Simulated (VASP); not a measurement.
A run of VASP 6.6.1 is set up as follows.

Contents of INCAR:

```
PREC = Accurate
ENCUT = 500
EDIFF = 1E-7
ISMEAR = -1
SIGMA = 0.08
LREAL = F
LASPH = T
NELM = 120
ALGO = Normal
ISIF = 3
LWAVE = F
LCHARG = F
GGA = CA
IBRION = 2
NSW = 60
EDIFFG = -0.005
GGA_COMPAT = F
NELMIN = 4
```

File KPOINTS:

```
regular mesh
0
Gamma
  19 19 19
```

POSCAR

```
Pd
1.0
    0.0000000000      1.9224484100      1.9224484100
    1.9224484100      0.0000000000      1.9224484100
    1.9224484100      1.9224484100      0.0000000000
Pd
1
Direct
    0.0000000000      0.0000000000      0.0000000000
```

Potentials or basis: VASP PAW LDA potentials, release 64 (Pd).

Command:

```bash
$ cat potpaw_LDA.64/Pd/POTCAR > POTCAR
$ mpirun -np 1 vasp_std > vasp.out
```

(1) Estimate the relaxed volume.

(2) What does it give for the band gap on the k mesh?

(3) Estimate the space group after relaxing (to 0.05 Å).

(4) Predict the relaxed cell.

Results:

(1) 14.19 Å³/atom.

(2) zero (band 5 reaches 10.57 eV, above the bottom of band 6 at 8.89 eV).

(3) Fm-3m (No. 225).

(4) a = 2.717 Å, b = 2.717 Å, c = 2.717 Å, α = 60.00°, β = 60.00°, γ = 60.00°.
